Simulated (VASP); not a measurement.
# Al2Co (Fd-3m) in VASP: single point with PBE

Aim: the single point of Al2Co with PBE.

Everything below comes from runs of VASP 6.6.1. Logs are shortened: lines on timing, memory, paths and dates and some standing lists are left out, and cuts for length are marked.

**1. The cell of the first run**

It takes space group Fd-3m (No. 227, cubic). The conventional cell has a = 6.956 Å, b = 6.956 Å, c = 6.956 Å, α = 90.00°, β = 90.00°, γ = 90.00°. Al (site symmetry -3m) has 6 Al at 2.46 Å and 6 Co at 2.88 Å within 3.2 Å. Within 3.8 Å of Co (site symmetry -43m) lie 12 Al at 2.88 Å and 4 Co at 3.01 Å.

**2. Single point, PBE, collinear spin, ferromagnetic start**

File INCAR:

```
  PREC = Accurate
  ENCUT = 520
  EDIFF = 1E-6
  ISMEAR = 0
  SIGMA = 0.1
  LREAL = F
  LASPH = T
  NELM = 150
  ALGO = Normal
  ISIF = 2
  LWAVE = F
  LCHARG = F
  ISPIN = 2
  MAGMOM = 0 0 0 0 3 3
  LORBIT = 11
  LMAXMIX = 4
  GGA = PE
  NBANDS = 28
```

File KPOINTS:

```
regular mesh
0
Gamma
  4 4 4
```

File POSCAR:

```
Al2Co
1.0
    0.0000000000      3.4780003900      3.4780003900
    3.4780003900      0.0000000000      3.4780003900
    3.4780003900      3.4780003900      0.0000000000
Al Co
4 2
Direct
    0.1250000000      0.1250000000      0.6250000000
    0.1250000000      0.1250000000      0.1250000000
    0.1250000000      0.6250000000      0.1250000000
    0.6250000000      0.1250000000      0.1250000000
    0.5000000000      0.5000000000      0.5000000000
    0.7500000000      0.7500000000      0.7500000000
```

Potentials or basis: VASP PAW PBE potentials, release 64 (Al, Co).

Launch:

```
cat potpaw_PBE.64/Al/POTCAR potpaw_PBE.64/Co/POTCAR > POTCAR
mpirun -np 1 vasp_std > vasp.out
```

OUTCAR:

```text
PREC = Accurate
   ENCUT = 520
   EDIFF = 1E-6
   ISMEAR = 0
   LREAL = F
   LASPH = T
   NELM = 150
   ISIF = 2
   ISPIN = 2
   LORBIT = 11
   GGA = PE

 ion  position               nearest neighbor table
   1  0.125  0.125  0.625-   2 2.46   2 2.46   3 2.46   4 2.46   3 2.46   4 2.46   6 2.88   5 2.88
                             6 2.88   5 2.88   6 2.88   5 2.88
   2  0.125  0.125  0.125-   1 2.46   3 2.46   4 2.46   1 2.46   3 2.46   4 2.46   6 2.88   5 2.88
                             6 2.88   5 2.88   6 2.88   5 2.88
   3  0.125  0.625  0.125-   2 2.46   1 2.46   1 2.46   2 2.46   4 2.46   4 2.46   5 2.88   6 2.88
                             5 2.88   6 2.88   6 2.88   5 2.88
   4  0.625  0.125  0.125-   2 2.46   1 2.46   3 2.46   1 2.46   2 2.46   3 2.46   5 2.88   6 2.88
                             5 2.88   5 2.88   6 2.88   6 2.88
   5  0.500  0.500  0.500-   1 2.88   1 2.88   3 2.88   2 2.88   2 2.88   4 2.88   2 2.88   3 2.88
                             4 2.88   1 2.88   3 2.88   4 2.88   6 3.01   6 3.01   6 3.01   6 3.01
   6  0.750  0.750  0.750-   1 2.88   1 2.88   4 2.88   2 2.88   3 2.88   4 2.88   1 2.88   2 2.88
                             4 2.88   3 2.88   2 2.88   3 2.88   5 3.01   5 3.01   5 3.01   5 3.01

  LATTYP: Found a face centered cubic cell.
 ALAT       =     6.9560007800

  Lattice vectors:

 A1 = (   0.0000000000,   3.4780003900,   3.4780003900)
 A2 = (   3.4780003900,   0.0000000000,   3.4780003900)
 A3 = (   3.4780003900,   3.4780003900,   0.0000000000)

Analysis of symmetry for initial positions (statically):
=====================================================================
 Subroutine PRICEL returns:
 Original cell was already a primitive cell.

 Routine SETGRP: Setting up the symmetry group for a
 face centered cubic supercell.

 Subroutine GETGRP returns: Found 48 space group operations
 (whereof 24 operations were pure point group operations)
 out of a pool of 48 trial point group operations.

The static configuration has the point symmetry T_d .
 The point group associated with its full space group is O_h .

Analysis of symmetry for dynamics (positions and initial velocities):
=====================================================================
 Subroutine PRICEL returns:
 Original cell was already a primitive cell.

 Routine SETGRP: Setting up the symmetry group for a
 face centered cubic supercell.

 Subroutine GETGRP returns: Found 48 space group operations
 (whereof 24 operations were pure point group operations)
 out of a pool of 48 trial point group operations.

The dynamic configuration has the point symmetry T_d .
 The point group associated with its full space group is O_h .

Analysis of structural, dynamic, and magnetic symmetry:
=====================================================================
 Subroutine PRICEL returns:
 Original cell was already a primitive cell.

 Routine SETGRP: Setting up the symmetry group for a
 face centered cubic supercell.

 Subroutine GETGRP returns: Found 48 space group operations
 (whereof 24 operations were pure point group operations)
 out of a pool of 48 trial point group operations.

The overall configuration has the point symmetry T_d .
 The point group associated with its full space group is O_h .

 Subroutine INISYM returns: Found 48 space group operations
 (whereof 24 operations are pure point group operations),
 and found     1 'primitive' translations

----------------------------------------------------------------------------------------

                                     Primitive cell

  volume of cell :      84.1432

  direct lattice vectors                    reciprocal lattice vectors
     0.000000000  3.478000390  3.478000390    -0.143760766  0.143760766  0.143760766
     3.478000390  0.000000000  3.478000390     0.143760766 -0.143760766  0.143760766
     3.478000390  3.478000390  0.000000000     0.143760766  0.143760766 -0.143760766

  length of vectors
     4.918635321  4.918635321  4.918635321     0.249000951  0.249000951  0.249000951

  position of ions in fractional coordinates (direct lattice)
     0.125000000  0.125000000  0.625000000
     0.125000000  0.125000000  0.125000000
     0.125000000  0.625000000  0.125000000
     0.625000000  0.125000000  0.125000000
     0.500000000  0.500000000  0.500000000
     0.750000000  0.750000000  0.750000000

  ion indices of the primitive-cell ions
   primitive index   ion index
                 1           1
                 2           2
                 3           3
                 4           4
                 5           5
                 6           6

----------------------------------------------------------------------------------------

 KPOINTS: regular mesh

Automatic generation of k-mesh.
 Grid dimensions read from file:
 generate k-points for:    4    4    4

 Generating k-lattice:

  Cartesian coordinates                     Fractional coordinates (reciprocal lattice)
    -0.035940191  0.035940191  0.035940191     0.250000000  0.000000000  0.000000000
     0.035940191 -0.035940191  0.035940191     0.000000000  0.250000000  0.000000000
     0.035940191  0.035940191 -0.035940191     0.000000000  0.000000000  0.250000000

  Length of vectors
     0.062250238  0.062250238  0.062250238

  Shift w.r.t. Gamma in fractional coordinates (k-lattice)
     0.000000000  0.000000000  0.000000000

 Subroutine IBZKPT returns following result:
 ===========================================

 Found      8 irreducible k-points:

 Following reciprocal coordinates:
            Coordinates               Weight
  0.000000  0.000000  0.000000      1.000000
  0.250000  0.000000  0.000000      8.000000
  0.500000  0.000000  0.000000      4.000000
  0.250000  0.250000  0.000000      6.000000
  0.500000  0.250000  0.000000     24.000000
 -0.250000  0.250000  0.000000     12.000000
  0.500000  0.500000  0.000000      3.000000
 -0.250000  0.500000  0.250000      6.000000
   k-points           NKPTS =      8   k-points in BZ     NKDIM =      8   number of bands    NBANDS=     28
   number of dos      NEDOS =    301   number of ions     NIONS =      6
   total plane-waves  NPLWV =  64000
   dimension x,y,z NGX =    40 NGY =   40 NGZ =   40
   dimension x,y,z NGXF=    80 NGYF=   80 NGZF=   80
   ions per type =               4   2
   NGX,Y,Z   is equivalent  to a cutoff of  13.52, 13.52, 13.52 a.u.
   NGXF,Y,Z  is equivalent  to a cutoff of  27.04, 27.04, 27.04 a.u.
 SYSTEM =  unknown system
   PREC   = accura    normal or accurate (medium, high low for compatibility)
   ISTART =      0    job   : 0-new  1-cont  2-samecut
   ICHARG =      2    charge: 1-file 2-atom 10-const
   ISPIN  =      2    spin polarized calculation?
   LNONCOLLINEAR =      F non collinear calculations
   LSORBIT =      F    spin-orbit coupling
   LASPH  =      T    aspherical Exc in radial PAW
   ENCUT  =  520.0 eV  38.22 Ry    6.18 a.u.   9.15  9.15  9.15*2*pi/ulx,y,z
   NELM   =    150;   NELMIN=  2; NELMDL= -5     # of ELM steps
   EDIFF  = 0.1E-05   stopping-criterion for ELM
   LREAL  =      F    real-space projection
   EDIFFG = 0.1E-04   stopping-criterion for IOM
   NSW    =      0    number of steps for IOM
   IBRION =     -1    ionic relax: 0-MD 1-quasi-New 2-CG
   NFREE  =      0    steps in history (QN), initial steepest desc. (CG)
   ISIF   =      2    stress and relaxation
   ISYM   =      2    0-nonsym 1-usesym 2-fastsym
   POTIM  = 0.5000    time-step for ionic-motion
   TEBEG  =    0.0;   TEEND  =   0.0 temperature during run
   PSTRESS=    0.0 pullay stress
   NELECT =      30.0000    total number of electrons
   NUPDOWN=      -1.0000    fix difference up-down
   EMIN   =  10.00;   EMAX   =-10.00  energy-range for DOS
   EFERMI =   0.00;   METHOD = LEGACY
   ISMEAR =     0;   SIGMA  =   0.10  broadening in eV -4-tet -1-fermi 0-gaus
   EFERMI_NEDOS =   21; number of points for ismear=-14 and -15
   IALGO  =     38    algorithm
   IMIX   =      4    mixing-type and parameters
     AMIX     =   0.40;   BMIX     =  1.00
     AMIX_MAG =   1.60;   BMIX_MAG =  1.00
  volume/ion in A,a.u.               =      14.02        94.64
  Fermi-wavevector in a.u.,A,eV,Ry     =   1.160849  2.193686 18.334799  1.347570
  Thomas-Fermi vector in A             =   2.297427
   LORBIT       =     11    0 simple, 1 ext, 2 COOP (PROOUT), +10 PAW based schemes
   GGA     = PE    functional components
   LHFCALC =     F    Hartree Fock is set to
   AEXX    =    0.0000 exact exchange contribution
   IVDW    =     0    specifies the selected vdW correction
   LEPSILON=     F    determine dielectric tensor
   LRPA    =     F    only Hartree local field effects (RPA)
 spin polarized calculation
 Gauss-broadening in eV      SIGMA  =   0.10
  energy-cutoff  :      520.00
  volume of cell :       84.14
 maximum number of plane-waves:      2280
 NGX is ok and might be reduce to    40
   NGX = 19   NGY = 19   NGZ = 19

 number of electron      29.9999993 magnetization       1.2072506

 Free energy of the ion-electron system (eV)
  ---------------------------------------------------
  ext. energy  EPLUGINS =         0.00000000
  ---------------------------------------------------
  free energy    TOTEN  =       -27.39081197 eV

  energy without entropy =      -27.36455471  energy(sigma->0) =      -27.37768334

 E-fermi :   8.7264     XC(G=0): -11.1538

 val. band max:        8.7086076303   @ k =   0.5000   0.2500   0.0000
 cond. band min:       8.7345671754   @ k =   0.5000   0.5000   0.0000
 fundamental gap:      0.0259595451
 Fermi energy:         8.7263800290

 spin component 1

 k-point     1 :       0.0000    0.0000    0.0000
  band No.  band energies     occupation
      1      -2.5057      1.00000
      2       3.8132      1.00000
      3       5.4247      1.00000
      4       5.4247      1.00000
      5       5.4247      1.00000
      6       5.8836      1.00000
[... 19 lines left out ...]
     26      19.3074      0.00000
     27      19.3074      0.00000
[... 181 lines left out ...]
 k-point     8 :      -0.2500    0.5000    0.2500
  band No.  band energies     occupation
      1       0.1666      1.00000
      2       0.1666      1.00000
      3       2.6722      1.00000
      4       2.6722      1.00000
      5       6.1495      1.00000
      6       6.1495      1.00000
[... 19 lines left out ...]
     26      15.3762      0.00000
     27      18.2690      0.00000
 Fermi energy:         8.7263800290

 spin component 2

 k-point     1 :       0.0000    0.0000    0.0000
  band No.  band energies     occupation
      1      -2.5300      1.00000
      2       3.8356      1.00000
      3       5.5580      1.00000
      4       5.5580      1.00000
      5       5.5580      1.00000
      6       6.1442      1.00000
[... 19 lines left out ...]
     26      19.2594      0.00000
     27      19.2594      0.00000
[... 181 lines left out ...]
 k-point     8 :      -0.2500    0.5000    0.2500
  band No.  band energies     occupation
      1       0.1516      1.00000
      2       0.1516      1.00000
      3       2.6454      1.00000
      4       2.6454      1.00000
      5       6.4393      1.00000
      6       6.4393      1.00000
[... 19 lines left out ...]
     26      15.3988      0.00000
     27      18.2585      0.00000
 [bands above 27 left out]

------------------------ aborting loop because EDIFF is reached ----------------------------------------

  FORCE on cell =-STRESS in cart. coord.  units (eV):
  Direction    XX          YY          ZZ          XY          YZ          ZX
  --------------------------------------------------------------------------------------
  -------------------------------------------------------------------------------------
  Total        0.2244349      0.2244349      0.2244349      0.0000000      0.0000000      0.0000000
  in kB        4.2734836      4.2734836      4.2734836      0.0000000      0.0000000      0.0000000
  external PRESSURE =       4.2734836 kB  Pullay stress =       0.0000000 kB

 VOLUME and BASIS-vectors are now :
 -----------------------------------------------------------------------------
  energy-cutoff  :      520.00
  volume of cell :       84.14
      direct lattice vectors                 reciprocal lattice vectors
     0.000000000  3.478000390  3.478000390    -0.143760766  0.143760766  0.143760766
     3.478000390  0.000000000  3.478000390     0.143760766 -0.143760766  0.143760766
     3.478000390  3.478000390  0.000000000     0.143760766  0.143760766 -0.143760766

 POSITION                                       TOTAL-FORCE (eV/Angst)
 -----------------------------------------------------------------------------------
      2.60850      2.60850      0.86950        -0.000000     -0.000000     -0.000000
      0.86950      0.86950      0.86950        -0.000000     -0.000000     -0.000000
      2.60850      0.86950      2.60850        -0.000000     -0.000000     -0.000000
      0.86950      2.60850      2.60850        -0.000000     -0.000000     -0.000000
      3.47800      3.47800      3.47800         0.000000     -0.000000     -0.000000
      5.21700      5.21700      5.21700        -0.000000      0.000000      0.000000
 -----------------------------------------------------------------------------------
    total drift:                               -0.000000     -0.000000      0.000000

  FREE ENERGIE OF THE ION-ELECTRON SYSTEM (eV)
  ---------------------------------------------------
  free  energy   TOTEN  =       -27.3908119686 eV

  energy  without entropy=      -27.3645547107  energy(sigma->0) =      -27.37768334

 total charge

# of ion       s       p       d       tot
------------------------------------------
    1        0.403   0.454   0.000   0.856
    2        0.403   0.454   0.000   0.856
    3        0.403   0.454   0.000   0.856
    4        0.403   0.454   0.000   0.856
    5        0.313   0.305   7.336   7.954
    6        0.313   0.305   7.336   7.954
--------------------------------------------------
tot          2.235   2.426  14.671  19.333

 magnetization (x)

# of ion       s       p       d       tot
------------------------------------------
    1       -0.004  -0.004   0.000  -0.008
    2       -0.004  -0.004   0.000  -0.008
    3       -0.004  -0.004   0.000  -0.008
    4       -0.004  -0.004   0.000  -0.008
    5        0.003   0.004   0.671   0.678
    6        0.003   0.004   0.671   0.678
--------------------------------------------------
tot         -0.012  -0.006   1.342   1.324
```

It took 30 s on 1 thread of Intel Xeon 6975P-C (Granite Rapids), shared host; peak memory 0.28 GiB.

What came out:

* Free energy: -27.3908 eV
* Pressure: 0.4 GPa
* Net moment: 1.21 μB per cell
* Site moments: Al -0.01; Co +0.68 μB
* Valence electrons inside the program's atomic spheres: Al 0.86; Co 7.95

Levels at points of the mesh, in eV from the Fermi level:
Spin up:
```tsv
k point	band 12	band 13	band 14	band 15	band 16	band 17	band 18	band 19
(0.00, 0.00, 0.00)	-0.80	-0.80	0.23	0.23	0.23	0.34	0.34	0.34
(0.50, 0.00, 0.00)	-1.16	-0.92	-0.51	-0.51	0.37	0.37	0.69	2.20
(0.50, 0.50, 0.00)	-1.27	-1.26	-1.26	-0.72	-0.72	3.08	3.08	3.83
```
Spin down:
```
           k point  band 10  band 11  band 12  band 13  band 14  band 15  band 16  band 17  band 18  band 19
(0.00, 0.00, 0.00)    -2.40    -0.88    -0.36    -0.36     0.70     0.70     0.70     1.00     1.00     1.00
(0.50, 0.00, 0.00)    -1.38    -0.58    -0.58    -0.12    -0.12    -0.12     0.87     0.87     0.96     2.28
(0.50, 0.50, 0.00)    -1.09    -0.89    -0.89    -0.58    -0.58     0.01     0.01     3.16     3.16     3.94
```

Caveat: the k points lie up to 0.39 Å⁻¹ apart.
